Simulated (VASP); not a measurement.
Wanted: the native input for a VASP 6.6.1 run.

```
Task                   : single point
Functional             : PBE
Potentials or basis    : VASP PAW PBE potentials, release 64 (Y_sv)
Cutoff                 : 520 eV
k mesh                 : 14 × 14 × 13
Occupations            : fermi-dirac, width 0.05 eV
Spin                   : no spin polarisation
Dipole correction      : no
Further INCAR settings : ALGO = Normal; EDIFF = 1e-06; NBANDS = 12
```

The structure of Y lies in POSCAR:

```
Y
1.0
    3.2598161648      0.0000000000      0.0000000000
   -1.6299080824      2.8230836104      0.0000000000
    0.0000000000      0.0000000000      3.1104314376
Y
1
Direct
    0.0000000000      0.0000000000      0.0000000000
```

This cell differs from its parent crystal: volume scaled by 0.85.

One way to write it, as run:

INCAR

```
SYSTEM = Y
PREC = Accurate
ENCUT = 520
EDIFF = 1E-6
ISMEAR = -1
SIGMA = 0.05
LREAL = .FALSE.
LASPH = .TRUE.
NELM = 100
ALGO = Normal
ISIF = 2
LWAVE = .FALSE.
LCHARG = .TRUE.
GGA = PE
LELF = .TRUE.
LVHAR = .TRUE.
NBANDS = 12
```

KPOINTS

```
regular mesh
0
G
  14 14 13
  0 0 0
```

Potentials or basis: VASP PAW PBE potentials, release 64 (Y_sv).

The run is started by

```bash
$ cat potpaw_PBE.64/Y_sv/POTCAR > POTCAR
$ mpirun -np 1 vasp_std > vasp.out
```

Results of the run:

| Item | Value |
| --- | --- |
| Pressure | 6.5 GPa |

Wall time 24 s on 1 thread of AMD EPYC 9R45 96-Core Processor (Zen 5), on a shared host, peak memory 0.16 GiB.
